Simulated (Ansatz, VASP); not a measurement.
# Al3InAs4 in VASP and in Ansatz

The input INCAR:

```
SYSTEM = Al3InAs4
ALGO = Normal
EDIFF = 1E-6
EDIFFG = -0.01
ENCUT = 600
GGA = PE
IBRION = 2
ISIF = 3
ISMEAR = 0
LASPH = .TRUE.
LCHARG = .FALSE.
LREAL = .FALSE.
LWAVE = .FALSE.
NELM = 100
NSW = 100
PREC = Accurate
SIGMA = 0.02
```

The input KPOINTS:

```
k-points
0
G
  8 8 4
  0 0 0
```

The input POSCAR:

```
Al3InAs4
1.0
    4.1252189000      0.0000000000      0.0000000000
    0.0000000000      4.1252189000      0.0000000000
    0.0000000000      0.0000000000     11.6931018000
Al In As
3 1 4
Direct
    0.0000000000      0.0000000000      0.7408340000
    0.5000000000      0.5000000000      0.5000000000
    0.0000000000      0.0000000000      0.2591660000
    0.5000000000      0.5000000000      0.0000000000
    0.5000000000      0.0000000000      0.6203840000
    0.0000000000      0.5000000000      0.3796160000
    0.5000000000      0.0000000000      0.1407230000
    0.0000000000      0.5000000000      0.8592770000
```

Input for Ansatz:

```yaml
crystal:
  lattice:
    - [4.1252189, 0.0, 0.0]
    - [0.0, 4.1252189, 0.0]
    - [0.0, 0.0, 11.6931018]
  atoms:
    - { symbol: Al, position: [0.0, 0.0, 0.740834] }
    - { symbol: Al, position: [0.5, 0.5, 0.5] }
    - { symbol: Al, position: [0.0, 0.0, 0.259166] }
    - { symbol: In, position: [0.5, 0.5, 0.0] }
    - { symbol: As, position: [0.5, 0.0, 0.620384] }
    - { symbol: As, position: [0.0, 0.5, 0.379616] }
    - { symbol: As, position: [0.5, 0.0, 0.140723] }
    - { symbol: As, position: [0.0, 0.5, 0.859277] }
basis:
  ecutwfc: 420
kpoints:
  mp_grid: { grid: [8, 8, 4] }
hamiltonian:
  xc: pbe
scf:
  occupations: { method: gaussian, width: 0.02 }
output:
  forces: true
  stress: true
  eigenvalues: true
  write_density: true
  write_potential: true
  elf: true
  volumetric_format: npy
relax:
  adjacent_minimum: "off"
  f_tol: 0.01
  max_steps: 80
  cell: { stress_tol: 0.05 }
```

Alike in both runs: task relaxation of cell and atoms; functional PBE; k mesh 8 × 8 × 4; occupations gaussian, width 0.02 eV; no spin polarisation.

```csv
,VASP,Ansatz
version,VASP 6.6.1,Ansatz 0.2.0
potentials or method,"VASP PAW PBE potentials, release 64 (Al, In_d, As), cutoff 600 eV","scalar-relativistic, plane waves, PAW"
valence electrons in the cell,42,82
```

Ansatz gave:

- gap on the k mesh at the Fermi level, each at its own relaxed structure (eV): 1.03
- relaxed volume (Å³/atom): 24.87
- relaxed length of the cell vector where the two differ most in proportion (Å): 11.693

**Question.** Which values does VASP return?

**Answer.** gap on the k mesh at the Fermi level, each at its own relaxed structure (eV): 1.02; relaxed volume (Å³/atom): 24.94; relaxed length of the cell vector where the two differ most in proportion (Å): 11.705.

VASP's potentials hold 42 valence electrons a cell and Ansatz's 82, so a difference there can come from the potentials and not from the codes.
